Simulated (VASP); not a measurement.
NaCl:

```
Na Cl
1.0
     4.02673    0.00000    0.00000
    -2.01337    3.48725    0.00000
     0.00000    0.00000   16.43909
Na Cl
5 5
Direct
  0.00000 0.00000 0.00000
  0.33333 0.66667 0.20000
  0.66667 0.33333 0.40000
  0.00000 0.00000 0.60000
  0.66667 0.33333 0.80000
  0.66667 0.33333 0.10000
  0.00000 0.00000 0.30000
  0.33333 0.66667 0.50000
  0.33333 0.66667 0.70000
  0.33333 0.66667 0.90000
```

```yaml
Program: VASP 6.6.1
Task: relaxation of cell and atoms
Functional: PBE
Potentials_or_basis: VASP PAW PBE potentials, release 64 (Na_pv, Cl)
Cutoff: 500 eV
k_mesh: 9 × 9 × 3
Occupations: gaussian, width 0.02 eV
Spin: no spin polarisation
```

At the start: pressure 0.4 GPa; volume 23.08 Å³/atom.

Task: Where does the relaxation end?

Result: Over 15 steps the energy falls by 9.3 meV/atom and the volume is 23.30 Å³/atom (+0.9 %); space group P-3m1 (No. 164, to 0.1 Å) before and after.

Step by step:
```
step  energy change (eV)  largest force (eV/Å)  pressure (GPa)  volume (Å³)
   1              0.0000                0.3522            0.42       230.84
   2             -0.0404                0.2441            0.14       232.85
   3             -0.0704                0.1001           -0.47       237.89
   4             -0.0724                0.0901           -0.36       236.91
   5             -0.0789                0.0823           -0.16       234.71
   6             -0.0818                0.0712            0.11       231.93
   7             -0.0844                0.0541            0.10       232.07
   8             -0.0892                0.0626            0.05       232.50
   9             -0.0857                0.1206           -0.03       233.36
  10             -0.0899                0.0791            0.02       232.76
  11             -0.0927                0.0271           -0.03       233.29
  12             -0.0930                0.0172           -0.06       233.58
  13             -0.0932                0.0103            0.04       232.59
  14             -0.0932                0.0126            0.01       232.89
  15             -0.0933                0.0029            0.00       232.97
```

Final structure:
```xyz
10
Lattice="3.9799 0.0000 0.0000 -1.9899 3.4467 0.0000 0.0000 0.0000 16.9839" Properties=species:S:1:pos:R:3 pbc="T T T"
Na    0.0000    0.0000    0.0842
Na    0.0000    2.2978    3.3968
Na    1.9899    1.1489    6.7094
Na    0.0000    0.0000   10.1262
Na    1.9899    1.1489   13.6512
Cl    1.9899    1.1489    1.7395
Cl    0.0000    0.0000    5.0540
Cl    0.0000    2.2978    8.3675
Cl    0.0000    2.2978   11.8887
Cl    0.0000    2.2978   15.4099
```
